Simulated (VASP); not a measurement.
# MgSc2P2 (P4/mbm) in VASP: single point with r2SCAN

Aim: the single point of MgSc2P2 with r2SCAN.

Program: VASP 6.6.1. These are calculated values, not measurements. Logs are shortened: lines on timing, memory, paths and dates and some standing lists are left out, and cuts for length are marked.

## Step 1: The cell of the first run

It takes space group P4/mbm (No. 127, tetragonal). Conventional cell: a = 7.059 Å, b = 7.059 Å, c = 3.570 Å, α = 90.00°, β = 90.00°, γ = 90.00°. Within 3.6 Å of Sc (site symmetry m2m) lie 6 P at 2.63 to 2.81 Å and 3 Sc at 3.06 to 3.57 Å and 4 Mg at 3.22 Å. P (site symmetry m2m) has 6 Sc at 2.63 to 2.81 Å and 2 Mg at 2.68 Å and 3 P at 3.06 to 3.57 Å within 3.6 Å. Mg (site symmetry 4/m) has 4 P at 2.68 Å and 8 Sc at 3.22 Å and 2 Mg at 3.57 Å within 3.6 Å.

## Step 2: Single point, r2SCAN

The input, POSCAR:

```
MgSc2P2
1.0
    7.0588190626      0.0000000000      0.0000000000
    0.0000000000      7.0588190626      0.0000000000
    0.0000000000      0.0000000000      3.5699044274
Sc P Mg
4 4 2
Direct
    0.1534004707      0.6534004707      0.5000000000
    0.3465995293      0.1534004707      0.5000000000
    0.8465995293      0.3465995293      0.5000000000
    0.6534004707      0.8465995293      0.5000000000
    0.3465359863      0.8465359863      0.0000000000
    0.1534640137      0.3465359863      0.0000000000
    0.6534640137      0.1534640137      0.0000000000
    0.8465359863      0.6534640137      0.0000000000
    0.0000000000      0.0000000000      0.0000000000
    0.5000000000      0.5000000000      0.0000000000
```

The input, INCAR.step1:

```
ALGO = Normal ; EDIFF = 1E-4
ENCUT = 520 ; GGA = PE
ISMEAR = -1 ; LASPH = T
LCHARG = F ; LREAL = F
LWAVE = T ; NBANDS = 45
NELM = 100 ; PREC = Accurate
SIGMA = 0.1
```

The input, INCAR.step2:

```
ALGO = Normal ; EDIFF = 1E-6
ENCUT = 520 ; ISIF = 2
ISMEAR = -1 ; ISTART = 1
LASPH = T ; LCHARG = F
LMIXTAU = T ; LREAL = F
LWAVE = F ; METAGGA = R2SCAN
NBANDS = 45 ; NELM = 100
PREC = Accurate ; SIGMA = 0.1
```

The input, KPOINTS:

```
k-points
0
Gamma
  5 5 8
```

Potentials or basis: VASP PAW PBE potentials, release 64 (Sc_sv, P, Mg).

Command:

```console
$ cat potpaw_PBE.64/Sc_sv/POTCAR potpaw_PBE.64/P/POTCAR potpaw_PBE.64/Mg/POTCAR > POTCAR
$ cp INCAR.step1 INCAR
$ mpirun -np 1 vasp_std > vasp.out
$ cp INCAR.step2 INCAR
$ mpirun -np 1 vasp_std > vasp.out
```

OUTCAR:

```text
EDIFF = 1E-6
   ENCUT = 520
   ISIF = 2
   ISMEAR = -1
   ISTART = 1
   LASPH = T
   LREAL = F
   METAGGA = R2SCAN
   NELM = 100
   PREC = Accurate

 ion  position               nearest neighbor table
   1  0.153  0.653  0.500-   5 2.63   5 2.63   8 2.81   6 2.81   6 2.81   8 2.81   3 3.06  10 3.22
                             9 3.22   9 3.22  10 3.22
   2  0.347  0.153  0.500-   6 2.63   6 2.63   7 2.81   5 2.81   5 2.81   7 2.81   4 3.06  10 3.22
                             9 3.22   9 3.22  10 3.22
   3  0.847  0.347  0.500-   7 2.63   7 2.63   8 2.81   6 2.81   6 2.81   8 2.81   1 3.06  10 3.22
                             9 3.22   9 3.22  10 3.22
   4  0.653  0.847  0.500-   8 2.63   8 2.63   5 2.81   5 2.81   7 2.81   7 2.81   2 3.06  10 3.22
                             9 3.22   9 3.22  10 3.22
   5  0.347  0.847  0.000-   1 2.63   1 2.63  10 2.68   9 2.68   4 2.81   2 2.81   2 2.81   4 2.81

   6  0.153  0.347  0.000-   2 2.63   2 2.63  10 2.68   9 2.68   3 2.81   1 2.81   1 2.81   3 2.81

   7  0.653  0.153  0.000-   3 2.63   3 2.63  10 2.68   9 2.68   4 2.81   2 2.81   2 2.81   4 2.81

   8  0.847  0.653  0.000-   4 2.63   4 2.63  10 2.68   9 2.68   1 2.81   1 2.81   3 2.81   3 2.81

   9  0.000  0.000  0.000-   5 2.68   6 2.68   7 2.68   8 2.68   1 3.22   2 3.22   3 3.22   4 3.22
                             1 3.22   2 3.22   3 3.22   4 3.22
  10  0.500  0.500  0.000-   5 2.68   6 2.68   7 2.68   8 2.68   1 3.22   2 3.22   3 3.22   4 3.22
                             1 3.22   2 3.22   3 3.22   4 3.22

  LATTYP: Found a simple tetragonal cell.
 ALAT       =     7.0588190626
 C/A-ratio  =     0.5057367806

  Lattice vectors:

 A1 = (   7.0588190626,   0.0000000000,   0.0000000000)
 A2 = (   0.0000000000,   7.0588190626,   0.0000000000)
 A3 = (   0.0000000000,   0.0000000000,   3.5699044274)

Analysis of symmetry for initial positions (statically):
=====================================================================
 Subroutine PRICEL returns:
 Original cell was already a primitive cell.

 Routine SETGRP: Setting up the symmetry group for a
 simple tetragonal supercell.

 Subroutine GETGRP returns: Found 16 space group operations
 (whereof  8 operations were pure point group operations)
 out of a pool of 16 trial point group operations.

The static configuration has the point symmetry C_4h.
 The point group associated with its full space group is D_4h.

Analysis of symmetry for dynamics (positions and initial velocities):
=====================================================================
 Subroutine PRICEL returns:
 Original cell was already a primitive cell.

 Routine SETGRP: Setting up the symmetry group for a
 simple tetragonal supercell.

 Subroutine GETGRP returns: Found 16 space group operations
 (whereof  8 operations were pure point group operations)
 out of a pool of 16 trial point group operations.

The dynamic configuration has the point symmetry C_4h.
 The point group associated with its full space group is D_4h.

 Subroutine INISYM returns: Found 16 space group operations
 (whereof  8 operations are pure point group operations),
 and found     1 'primitive' translations

----------------------------------------------------------------------------------------

                                     Primitive cell

  volume of cell :     177.8774

  direct lattice vectors                    reciprocal lattice vectors
     7.058819063  0.000000000  0.000000000     0.141666756  0.000000000  0.000000000
     0.000000000  7.058819063  0.000000000     0.000000000  0.141666756  0.000000000
     0.000000000  0.000000000  3.569904427     0.000000000  0.000000000  0.280119544

  length of vectors
     7.058819063  7.058819063  3.569904427     0.141666756  0.141666756  0.280119544

  position of ions in fractional coordinates (direct lattice)
     0.153400471  0.653400471  0.500000000
     0.346599529  0.153400471  0.500000000
     0.846599529  0.346599529  0.500000000
     0.653400471  0.846599529  0.500000000
     0.346535986  0.846535986  0.000000000
     0.153464014  0.346535986  0.000000000
     0.653464014  0.153464014  0.000000000
     0.846535986  0.653464014  0.000000000
     0.000000000  0.000000000  0.000000000
     0.500000000  0.500000000  0.000000000

  ion indices of the primitive-cell ions
   primitive index   ion index
                 1           1
                 2           2
                 3           3
                 4           4
                 5           5
                 6           6
                 7           7
                 8           8
                 9           9
                10          10

----------------------------------------------------------------------------------------

 KPOINTS: k-points

Automatic generation of k-mesh.
 Grid dimensions read from file:
 generate k-points for:    5    5    8

 Generating k-lattice:

  Cartesian coordinates                     Fractional coordinates (reciprocal lattice)
     0.028333351  0.000000000  0.000000000     0.200000000  0.000000000  0.000000000
     0.000000000  0.028333351  0.000000000     0.000000000  0.200000000  0.000000000
     0.000000000  0.000000000  0.035014943     0.000000000  0.000000000  0.125000000

  Length of vectors
     0.028333351  0.028333351  0.035014943

  Shift w.r.t. Gamma in fractional coordinates (k-lattice)
     0.000000000  0.000000000  0.000000000

 Subroutine IBZKPT returns following result:
 ===========================================

 Found     30 irreducible k-points:

 Following reciprocal coordinates:
            Coordinates               Weight
  0.000000  0.000000  0.000000      1.000000
  0.200000  0.000000  0.000000      4.000000
  0.400000  0.000000  0.000000      4.000000
  0.200000  0.200000  0.000000      4.000000
  0.400000  0.200000  0.000000      8.000000
  0.400000  0.400000  0.000000      4.000000
[... 16 lines left out ...]
  0.400000  0.200000  0.375000     16.000000
  0.400000  0.400000  0.375000      8.000000
 [... further k-points ...]
   k-points           NKPTS =     30   k-points in BZ     NKDIM =     30   number of bands    NBANDS=     45
   number of dos      NEDOS =    301   number of ions     NIONS =     10
   total plane-waves  NPLWV =  81648
   dimension x,y,z NGX =    54 NGY =   54 NGZ =   28
   dimension x,y,z NGXF=   108 NGYF=  108 NGZF=   56
   ions per type =               4   4   2
   NGX,Y,Z   is equivalent  to a cutoff of  12.72, 12.72, 13.04 a.u.
   NGXF,Y,Z  is equivalent  to a cutoff of  25.44, 25.44, 26.08 a.u.
 SYSTEM =  unknown system
   PREC   = accura    normal or accurate (medium, high low for compatibility)
   ISTART =      1    job   : 0-new  1-cont  2-samecut
   ICHARG =      0    charge: 1-file 2-atom 10-const
   ISPIN  =      1    spin polarized calculation?
   LNONCOLLINEAR =      F non collinear calculations
   LSORBIT =      F    spin-orbit coupling
   LASPH  =      T    aspherical Exc in radial PAW
   ENCUT  =  520.0 eV  38.22 Ry    6.18 a.u.  13.12 13.12  6.64*2*pi/ulx,y,z
   NELM   =    100;   NELMIN=  2; NELMDL=  0     # of ELM steps
   EDIFF  = 0.1E-05   stopping-criterion for ELM
   LREAL  =      F    real-space projection
   EDIFFG = 0.1E-04   stopping-criterion for IOM
   NSW    =      0    number of steps for IOM
   IBRION =     -1    ionic relax: 0-MD 1-quasi-New 2-CG
   NFREE  =      0    steps in history (QN), initial steepest desc. (CG)
   ISIF   =      2    stress and relaxation
   ISYM   =      2    0-nonsym 1-usesym 2-fastsym
   POTIM  = 0.5000    time-step for ionic-motion
   TEBEG  =    0.0;   TEEND  =   0.0 temperature during run
   PSTRESS=    0.0 pullay stress
   NELECT =      68.0000    total number of electrons
   NUPDOWN=      -1.0000    fix difference up-down
   EMIN   =  10.00;   EMAX   =-10.00  energy-range for DOS
   EFERMI =   0.00;   METHOD = LEGACY
   ISMEAR =    -1;   SIGMA  =   0.10  broadening in eV -4-tet -1-fermi 0-gaus
   EFERMI_NEDOS =   21; number of points for ismear=-14 and -15
   IALGO  =     38    algorithm
   IMIX   =      4    mixing-type and parameters
     AMIX     =   0.40;   BMIX     =  1.00
     AMIX_MAG =   1.60;   BMIX_MAG =  1.00
  volume/ion in A,a.u.               =      17.79       120.04
  Fermi-wavevector in a.u.,A,eV,Ry     =   1.188149  2.245276 19.207318  1.411698
  Thomas-Fermi vector in A             =   2.324285
   LORBIT       =      0    0 simple, 1 ext, 2 COOP (PROOUT), +10 PAW based schemes
   METAGGA = R2SCAN    functional components
   LHFCALC =     F    Hartree Fock is set to
   AEXX    =    0.0000 exact exchange contribution
   IVDW    =     0    specifies the selected vdW correction
   LEPSILON=     F    determine dielectric tensor
   LRPA    =     F    only Hartree local field effects (RPA)
 non-spin polarized calculation
  energy-cutoff  :      520.00
  volume of cell :      177.88
 maximum number of plane-waves:      4810
 NGX is ok and might be reduce to    54
   NGX = 27   NGY = 27   NGZ = 13

 number of electron      68.0000013 magnetization

 Free energy of the ion-electron system (eV)
  ---------------------------------------------------
  ext. energy  EPLUGINS =         0.00000000
  ---------------------------------------------------
  free energy    TOTEN  =      -101.94868967 eV

  energy without entropy =     -101.89362716  energy(sigma->0) =     -101.92115841

 E-fermi :   6.3153     XC(G=0): -11.1186

 val. band max:        6.2775314067   @ k =   0.4000   0.4000   0.0000
 cond. band min:       6.3439076799   @ k =   0.2000   0.0000   0.1250
 fundamental gap:      0.0663762732
 Fermi energy:         6.3153408100

 k-point     1 :       0.0000    0.0000    0.0000
  band No.  band energies     occupation
      1     -45.6362      2.00000
      2     -45.6292      2.00000
      3     -45.6107      2.00000
      4     -45.6107      2.00000
      5     -23.5108      2.00000
      6     -23.4502      2.00000
[... 37 lines left out ...]
     44       8.4705      0.00000
     45       8.7050      0.00000
[... 1063 lines left out ...]
      5     -23.4659      2.00000
      6     -23.4607      2.00000
[... 37 lines left out ...]
     44       9.0218      0.00000
     45       9.5397      0.00000

 [... further k-points ...]

------------------------ aborting loop because EDIFF is reached ----------------------------------------

  FORCE on cell =-STRESS in cart. coord.  units (eV):
  Direction    XX          YY          ZZ          XY          YZ          ZX
  --------------------------------------------------------------------------------------
  -------------------------------------------------------------------------------------
  Total        0.1270340      0.1270340      0.3251624      0.0000000     -0.0000000      0.0000000
  in kB        1.1442212      1.1442212      2.9288033      0.0000000     -0.0000000      0.0000000
  external PRESSURE =       1.7390819 kB  Pullay stress =       0.0000000 kB

 VOLUME and BASIS-vectors are now :
 -----------------------------------------------------------------------------
  energy-cutoff  :      520.00
  volume of cell :      177.88
      direct lattice vectors                 reciprocal lattice vectors
     7.058819063  0.000000000  0.000000000     0.141666756  0.000000000  0.000000000
     0.000000000  7.058819063  0.000000000     0.000000000  0.141666756  0.000000000
     0.000000000  0.000000000  3.569904427     0.000000000  0.000000000  0.280119544

 POSITION                                       TOTAL-FORCE (eV/Angst)
 -----------------------------------------------------------------------------------
      1.08283      4.61224      1.78495         0.001974      0.001974      0.000000
      2.44658      1.08283      1.78495        -0.001974      0.001974     -0.000000
      5.97599      2.44658      1.78495        -0.001974     -0.001974     -0.000000
      4.61224      5.97599      1.78495         0.001974     -0.001974      0.000000
      2.44613      5.97554      0.00000        -0.001211     -0.001211     -0.000000
      1.08327      2.44613      0.00000         0.001211     -0.001211      0.000000
      4.61268      1.08327      0.00000         0.001211      0.001211      0.000000
      5.97554      4.61268      0.00000        -0.001211      0.001211     -0.000000
      0.00000      0.00000      0.00000         0.000000      0.000000     -0.000000
      3.52941      3.52941      0.00000         0.000000      0.000000     -0.000000
 -----------------------------------------------------------------------------------
    total drift:                                0.000000      0.000000      0.000000

  FREE ENERGIE OF THE ION-ELECTRON SYSTEM (eV)
  ---------------------------------------------------
  free  energy   TOTEN  =      -101.9486896652 eV

  energy  without entropy=     -101.8936271603  energy(sigma->0) =     -101.92115841
```

Wall time 6.8 min (1 thread of Intel Xeon 6975P-C (Granite Rapids), shared host); peak memory 0.42 GiB.

Results:

```yaml
Free_energy: -101.9487 eV
Pressure: 0.2 GPa
Band_gap_on_the_k_mesh: zero (bands 34 and 35 overlap by 0.42 eV)
```

Forces on the atoms (eV/Å):
```
Sc   0.002  0.002  0.000
Sc  -0.002  0.002  0.000
Sc  -0.002 -0.002  0.000
Sc   0.002 -0.002  0.000
P   -0.001 -0.001  0.000
P    0.001 -0.001  0.000
P    0.001  0.001  0.000
P   -0.001  0.001  0.000
Mg   0.000  0.000  0.000
Mg   0.000  0.000  0.000
```

Stress tensor (GPa, compression positive):
```
0.11 0.00 0.00
0.00 0.11 0.00
0.00 0.00 0.29
```

Levels at points of the mesh, in eV from the Fermi level:
```tsv
k point	band 31	band 32	band 33	band 34	band 35	band 36	band 37	band 38
(0.00, 0.00, 0.00)	-1.64	-1.24	-1.21	-0.26	0.23	0.82	1.11	1.42
(0.00, 0.00, 0.50)	-1.47	-1.16	-1.16	-0.77	0.16	0.34	0.34	1.34
```

Caveat: the PAW data sets were made with another functional, which shifts forces and pressure a little.

The gap in the log of VASP goes by the Fermi energy; the results here count the filled bands.